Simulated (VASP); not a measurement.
# B2SbAs in VASP: single point with PBE

Aim: the single point of B2SbAs with PBE.

All numbers are computed with VASP 6.6.1; they aren't measurements. Logs are shortened: lines on timing, memory, paths and dates and some standing lists are left out, and cuts for length are marked.

## Step 1: The cell of the first run

The cell holds a sheet with vacuum, 4 atoms: a = 3.376 Å, b = 4.231 Å, c = 28.297 Å, α = 90.00°, β = 90.00°, γ = 90.00°.

## Step 2: Single point, PBE

File INCAR:

```
ALGO = Normal
DIPOL = 0.5 0.5 0.298
EDIFF = 1E-6
ENCUT = 520
GGA = PE
GGA_COMPAT = False
IDIPOL = 3
ISIF = 2
ISMEAR = 0
LASPH = True
LCHARG = False
LDIPOL = True
LREAL = False
LWAVE = False
NBANDS = 26
NELM = 120
NELMDL = -8
PREC = Accurate
SIGMA = 0.1
```

File KPOINTS:

```
k-points
0
Gamma
  14 12 1
```

File POSCAR:

```
B2SbAs
1.0
    3.3758540025      0.0000000000      0.0000000000
    0.0000000000      4.2306638244      0.0000000000
    0.0000000000      0.0000000000     28.2965414800
B Sb As
2 1 1
Direct
    0.0000000000      0.1735483528      0.2804586649
    0.0000000000      0.8756759505      0.3165447220
    0.5000000000      0.5532570876      0.3440918120
    0.5000000000      0.3975186093      0.2519834667
```

Potentials or basis: VASP PAW PBE potentials, release 64 (B, Sb_d_GW, As_d).

Command:

```console
$ cat potpaw_PBE.64/B/POTCAR potpaw_PBE.64/Sb_d_GW/POTCAR potpaw_PBE.64/As_d/POTCAR > POTCAR
$ mpirun -np 1 vasp_std > vasp.out
```

OUTCAR:

```text
EDIFF = 1E-6
   ENCUT = 520
   GGA = PE
   ISIF = 2
   ISMEAR = 0
   LASPH = True
   LREAL = False
   NELM = 120
   NELMDL = -8
   PREC = Accurate

 ion  position               nearest neighbor table
   1  0.000  0.174  0.280-   2 1.62   4 2.10   4 2.10
   2  0.000  0.876  0.317-   1 1.62   3 2.31   3 2.31
   3  0.500  0.553  0.344-   2 2.31   2 2.31   4 2.69
   4  0.500  0.398  0.252-   1 2.10   1 2.10   3 2.69

  LATTYP: Found a simple orthorhombic cell.
 ALAT       =     3.3758540025
 B/A-ratio  =     1.2532129118
 C/A-ratio  =     8.3820394659

  Lattice vectors:

 A1 = (   3.3758540025,   0.0000000000,   0.0000000000)
 A2 = (   0.0000000000,   4.2306638244,   0.0000000000)
 A3 = (   0.0000000000,   0.0000000000,  28.2965414800)

Analysis of symmetry for initial positions (statically):
=====================================================================
 Subroutine PRICEL returns:
 Original cell was already a primitive cell.

 Routine SETGRP: Setting up the symmetry group for a
 simple orthorhombic supercell.

 Subroutine GETGRP returns: Found  2 space group operations
 (whereof  2 operations were pure point group operations)
 out of a pool of  8 trial point group operations.

The static configuration has the point symmetry C_1h.

Analysis of symmetry for dynamics (positions and initial velocities):
=====================================================================
 Subroutine PRICEL returns:
 Original cell was already a primitive cell.

 Routine SETGRP: Setting up the symmetry group for a
 simple orthorhombic supercell.

 Subroutine GETGRP returns: Found  2 space group operations
 (whereof  2 operations were pure point group operations)
 out of a pool of  8 trial point group operations.

The dynamic configuration has the point symmetry C_1h.

 Subroutine INISYM returns: Found  2 space group operations
 (whereof  2 operations are pure point group operations),
 and found     1 'primitive' translations

----------------------------------------------------------------------------------------

                                     Primitive cell

  volume of cell :     404.1341

  direct lattice vectors                    reciprocal lattice vectors
     3.375854003  0.000000000  0.000000000     0.296221341  0.000000000  0.000000000
     0.000000000  4.230663824  0.000000000     0.000000000  0.236369525  0.000000000
     0.000000000  0.000000000 28.296541480     0.000000000  0.000000000  0.035340008

  length of vectors
     3.375854003  4.230663824 28.296541480     0.296221341  0.236369525  0.035340008

  position of ions in fractional coordinates (direct lattice)
     0.000000000  0.173548353  0.280458665
     0.000000000  0.875675951  0.316544722
     0.500000000  0.553257088  0.344091812
     0.500000000  0.397518609  0.251983467

  ion indices of the primitive-cell ions
   primitive index   ion index
                 1           1
                 2           2
                 3           3
                 4           4

----------------------------------------------------------------------------------------

 KPOINTS: k-points

Automatic generation of k-mesh.
 Grid dimensions read from file:
 generate k-points for:   14   12    1

 Generating k-lattice:

  Cartesian coordinates                     Fractional coordinates (reciprocal lattice)
     0.021158667  0.000000000  0.000000000     0.071428571  0.000000000  0.000000000
     0.000000000  0.019697460  0.000000000     0.000000000  0.083333333  0.000000000
     0.000000000  0.000000000  0.035340008     0.000000000  0.000000000  1.000000000

  Length of vectors
     0.021158667  0.019697460  0.035340008

  Shift w.r.t. Gamma in fractional coordinates (k-lattice)
     0.000000000  0.000000000  0.000000000

 Subroutine IBZKPT returns following result:
 ===========================================

 Found     56 irreducible k-points:

 Following reciprocal coordinates:
            Coordinates               Weight
  0.000000  0.000000  0.000000      1.000000
  0.071429  0.000000  0.000000      2.000000
  0.142857  0.000000  0.000000      2.000000
  0.214286  0.000000  0.000000      2.000000
  0.285714  0.000000  0.000000      2.000000
  0.357143  0.000000  0.000000      2.000000
[... 16 lines left out ...]
  0.428571  0.166667  0.000000      4.000000
  0.500000  0.166667  0.000000      2.000000
 [... further k-points ...]
   k-points           NKPTS =     56   k-points in BZ     NKDIM =     56   number of bands    NBANDS=     26
   number of dos      NEDOS =    301   number of ions     NIONS =      4
   total plane-waves  NPLWV = 188160
   dimension x,y,z NGX =    28 NGY =   32 NGZ =  210
   dimension x,y,z NGXF=    56 NGYF=   64 NGZF=  420
   ions per type =               2   1   1
   NGX,Y,Z   is equivalent  to a cutoff of  13.79, 12.57, 12.34 a.u.
   NGXF,Y,Z  is equivalent  to a cutoff of  27.58, 25.15, 24.68 a.u.
 SYSTEM =  unknown system
   PREC   = accura    normal or accurate (medium, high low for compatibility)
   ISTART =      0    job   : 0-new  1-cont  2-samecut
   ICHARG =      2    charge: 1-file 2-atom 10-const
   ISPIN  =      1    spin polarized calculation?
   LNONCOLLINEAR =      F non collinear calculations
   LSORBIT =      F    spin-orbit coupling
   LASPH  =      T    aspherical Exc in radial PAW
   ENCUT  =  520.0 eV  38.22 Ry    6.18 a.u.   6.28  7.87 52.61*2*pi/ulx,y,z
   NELM   =    120;   NELMIN=  2; NELMDL= -8     # of ELM steps
   EDIFF  = 0.1E-05   stopping-criterion for ELM
   LREAL  =      F    real-space projection
   EDIFFG = 0.1E-04   stopping-criterion for IOM
   NSW    =      0    number of steps for IOM
   IBRION =     -1    ionic relax: 0-MD 1-quasi-New 2-CG
   NFREE  =      0    steps in history (QN), initial steepest desc. (CG)
   ISIF   =      2    stress and relaxation
   ISYM   =      2    0-nonsym 1-usesym 2-fastsym
   POTIM  = 0.5000    time-step for ionic-motion
   TEBEG  =    0.0;   TEEND  =   0.0 temperature during run
   PSTRESS=    0.0 pullay stress
   NELECT =      36.0000    total number of electrons
   NUPDOWN=      -1.0000    fix difference up-down
   EMIN   =  10.00;   EMAX   =-10.00  energy-range for DOS
   EFERMI =   0.00;   METHOD = LEGACY
   ISMEAR =     0;   SIGMA  =   0.10  broadening in eV -4-tet -1-fermi 0-gaus
   EFERMI_NEDOS =   21; number of points for ismear=-14 and -15
   IALGO  =     38    algorithm
   IMIX   =      4    mixing-type and parameters
     AMIX     =   0.40;   BMIX     =  1.00
     AMIX_MAG =   1.60;   BMIX_MAG =  1.00
  volume/ion in A,a.u.               =     101.03       681.81
  Fermi-wavevector in a.u.,A,eV,Ry     =   0.731140  1.381654  7.273206  0.534566
  Thomas-Fermi vector in A             =   1.823283
   LORBIT       =      0    0 simple, 1 ext, 2 COOP (PROOUT), +10 PAW based schemes
   GGA     = PE    functional components
   LHFCALC =     F    Hartree Fock is set to
   AEXX    =    0.0000 exact exchange contribution
   IVDW    =     0    specifies the selected vdW correction
   LEPSILON=     F    determine dielectric tensor
   LRPA    =     F    only Hartree local field effects (RPA)
 non-spin polarized calculation
 Gauss-broadening in eV      SIGMA  =   0.10
  energy-cutoff  :      520.00
  volume of cell :      404.13
 maximum number of plane-waves:     10938
 NGX is ok and might be reduce to    28
   NGX = 13   NGY = 15   NGZ =105

 dipolmoment           0.000000      0.000000      0.000001 electrons x Angstroem

 number of electron      35.9999986 magnetization

 dipolmoment           0.000000      0.000000     -0.055520 electrons x Angstroem

 Free energy of the ion-electron system (eV)
  ---------------------------------------------------
  ext. energy  EPLUGINS =         0.00000000
  ---------------------------------------------------
  free energy    TOTEN  =       -19.20031695 eV

  energy without entropy =      -19.19428299  energy(sigma->0) =      -19.19729997

 E-fermi :  -2.9353     XC(G=0):  -2.2859

 val. band max:       -2.9593794926   @ k =   0.4286   0.1667   0.0000
 cond. band min:      -2.9056455356   @ k =   0.4286   0.0833   0.0000
 fundamental gap:      0.0537339570
 Fermi energy:        -2.9353285296

 k-point     1 :       0.0000    0.0000    0.0000
  band No.  band energies     occupation
      1     -38.1930      2.00000
      2     -38.1621      2.00000
      3     -38.0973      2.00000
      4     -38.0243      2.00000
      5     -38.0045      2.00000
      6     -31.8820      2.00000
[... 18 lines left out ...]
     25       2.0227      0.00000
     26       2.2038      0.00000

 k-point     2 :       0.0714    0.0000    0.0000
  band No.  band energies     occupation
      1     -38.1927      2.00000
      2     -38.1622      2.00000
      3     -38.0973      2.00000
      4     -38.0244      2.00000
      5     -38.0042      2.00000
      6     -31.8794      2.00000
[... 18 lines left out ...]
     25       2.0171      0.00000
     26       2.1730      0.00000

 k-point     3 :       0.1429    0.0000    0.0000
  band No.  band energies     occupation
      1     -38.1919      2.00000
      2     -38.1626      2.00000
      3     -38.0973      2.00000
      4     -38.0249      2.00000
      5     -38.0034      2.00000
      6     -31.8723      2.00000
[... 572 lines left out ...]
 k-point    23 :       0.4286    0.1667    0.0000
  band No.  band energies     occupation
      1     -38.1875      2.00000
      2     -38.1648      2.00000
      3     -38.0970      2.00000
      4     -38.0272      2.00000
      5     -37.9986      2.00000
      6     -31.8414      2.00000
[... 18 lines left out ...]
     25       3.2849      0.00000
     26       3.9371      0.00000

 k-point    24 :       0.5000    0.1667    0.0000
  band No.  band energies     occupation
      1     -38.1872      2.00000
      2     -38.1650      2.00000
      3     -38.0969      2.00000
      4     -38.0273      2.00000
      5     -37.9983      2.00000
      6     -31.8425      2.00000
[... 18 lines left out ...]
     25       3.6663      0.00000
     26       4.1058      0.00000

 [... further k-points ...]

------------------------ aborting loop because EDIFF is reached ----------------------------------------

 vacuum level on the upper side and lower side of the slab       (xc-potential included)        -0.351         0.339

  FORCE on cell =-STRESS in cart. coord.  units (eV):
  Direction    XX          YY          ZZ          XY          YZ          ZX
  --------------------------------------------------------------------------------------
  -------------------------------------------------------------------------------------
  Total       -0.0450640     -0.0032016      0.0018788      0.0000000     -0.0003143      0.0000000
  in kB       -0.1786550     -0.0126927      0.0074484      0.0000000     -0.0012460      0.0000000
  external PRESSURE =      -0.0612998 kB  Pullay stress =       0.0000000 kB

 VOLUME and BASIS-vectors are now :
 -----------------------------------------------------------------------------
  energy-cutoff  :      520.00
  volume of cell :      404.13
      direct lattice vectors                 reciprocal lattice vectors
     3.375854003  0.000000000  0.000000000     0.296221341  0.000000000  0.000000000
     0.000000000  4.230663824  0.000000000     0.000000000  0.236369525  0.000000000
     0.000000000  0.000000000 28.296541480     0.000000000  0.000000000  0.035340008

 POSITION                                       TOTAL-FORCE (eV/Angst)
 -----------------------------------------------------------------------------------
      0.00000      0.73422      7.93601         0.000000      0.016280     -0.016292
      0.00000      3.70469      8.95712         0.000000     -0.009933      0.008526
      1.68793      2.34064      9.73661         0.000000      0.001311      0.008667
      1.68793      1.68177      7.13026         0.000000     -0.007658     -0.000900
 -----------------------------------------------------------------------------------
    total drift:                                0.000000      0.000023     -0.000961

  FREE ENERGIE OF THE ION-ELECTRON SYSTEM (eV)
  ---------------------------------------------------
  free  energy   TOTEN  =       -19.2003169530 eV

  energy  without entropy=      -19.1942829911  energy(sigma->0) =      -19.19729997

 vacuum level on the upper side and lower side of the slab         1.099         1.802
```

Run time: 28 min. Hardware: 1 thread of Intel Xeon Platinum 8259CL at 2.50GHz (Skylake/Cascade Lake), shared host; peak memory 0.99 GiB.

What came out:

```yaml
Free_energy: -19.2003 eV
Largest_force: 0.023 eV/Å
Band_gap_on_the_k_mesh: zero (bands 18 and 19 overlap by 1.62 eV)
```

Forces in eV/Å, atoms in the order of the input:
```
B    0.000  0.016 -0.016
B    0.000 -0.010  0.009
Sb   0.000  0.001  0.009
As   0.000 -0.008 -0.001
```

Levels at points of the mesh, in eV from the Fermi level:
```csv
k point,band 14,band 15,band 16,band 17,band 18,band 19,band 20,band 21,band 22,band 23
"(0.00, 0.00, 0.00)",-3.54,-3.28,-2.04,-0.74,0.18,1.08,1.39,2.77,3.82,4.35
"(0.50, 0.00, 0.00)",-5.54,-3.78,-2.07,-1.18,-0.66,-0.16,1.66,3.09,3.22,4.24
"(0.00, 0.50, 0.00)",-4.28,-2.74,-1.31,-0.90,0.33,0.86,2.16,4.06,4.35,4.95
"(0.50, 0.50, 0.00)",-7.00,-4.02,-3.94,-1.67,-1.17,-0.77,2.85,3.00,4.47,4.75
```

Caveat: spin-orbit coupling is left out, which moves the levels of the heavy elements.
